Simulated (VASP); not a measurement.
Wanted: the native input for a VASP 6.6.1 run.

```
Task                   : relaxation of the atoms
Functional             : r2SCAN
Potentials or basis    : VASP PAW PBE potentials, release 64 (Hf_pv, O)
Cutoff                 : 520 eV
k mesh                 : 6 × 6 × 6
Occupations            : gaussian, width 0.02 eV
Spin                   : no spin polarisation
Dipole correction      : no
Further INCAR settings : ALGO = Normal; EDIFF = 1e-06; IBRION = 2; EDIFFG = -0.01; NSW = 60
```

Crystal: HfO2.

```xyz
6
Lattice="3.5580 0.0000 0.0000 0.0000 3.5580 0.0000 0.0000 0.0000 5.1719" Properties=species:S:1:pos:R:3 pbc="T T T"
Hf    1.7790    1.7790    2.5859
Hf    0.0000    0.0000    0.0000
O     0.0000    1.7790    3.6059
O     1.7790    0.0000    4.1519
O     1.7790    0.0000    1.5660
O     0.0000    1.7790    1.0199
```

These files were run (other wordings do the same):

POSCAR

```
HfO2
1.0
    3.5580193300      0.0000000000      0.0000000000
    0.0000000000      3.5580193300      0.0000000000
    0.0000000000      0.0000000000      5.1718612100
Hf O
2 4
Direct
    0.5000000000      0.5000000000      0.5000000000
    0.0000000000      0.0000000000      0.0000000000
    0.0000000000      0.5000000000      0.6972078800
    0.5000000000      0.0000000000      0.8027921200
    0.5000000000      0.0000000000      0.3027921200
    0.0000000000      0.5000000000      0.1972078800
```

INCAR.step1

```
SYSTEM = HfO2
  PREC = Accurate
  ENCUT = 520
  ISMEAR = 0
  SIGMA = 0.02
  LREAL = .False.
  LASPH = .True.
  NELM = 60
  GGA = PE
  ALGO = Normal
  EDIFF = 1E-4
  LWAVE = .True.
  LCHARG = .False.
```

INCAR.step2

```
SYSTEM = HfO2
  PREC = Accurate
  ENCUT = 520
  EDIFF = 1E-6
  ISMEAR = 0
  SIGMA = 0.02
  LREAL = .False.
  LASPH = .True.
  NELM = 60
  ALGO = Normal
  ISIF = 2
  LWAVE = .False.
  LCHARG = .False.
  METAGGA = R2SCAN
  LMIXTAU = .True.
  IBRION = 2
  NSW = 60
  EDIFFG = -0.01
  ISTART = 1
```

KPOINTS

```
Automatic mesh
0
Gamma
  6 6 6
  0 0 0
```

Potentials or basis: VASP PAW PBE potentials, release 64 (Hf_pv, O).

Run with:

```console
$ cat potpaw_PBE.64/Hf_pv/POTCAR potpaw_PBE.64/O/POTCAR > POTCAR
$ cp INCAR.step1 INCAR
$ mpirun -np 1 vasp_std > vasp.out
$ cp INCAR.step2 INCAR
$ mpirun -np 1 vasp_std > vasp.out
```

It gave:

The pressure after relaxing is 0.4 GPa and the band gap on the k mesh is 5.29 eV (least direct gap 5.37 eV).

Caveat: the relaxation stopped at its first step, so nothing moved; the PAW data sets were made with another functional, which shifts forces and pressure a little; spin-orbit coupling is left out, which moves the levels of the heavy elements.

Run time: 3.8 min on 1 thread of AMD EPYC 9R14 (Zen 4), with other jobs on the host, peak memory 0.18 GiB.
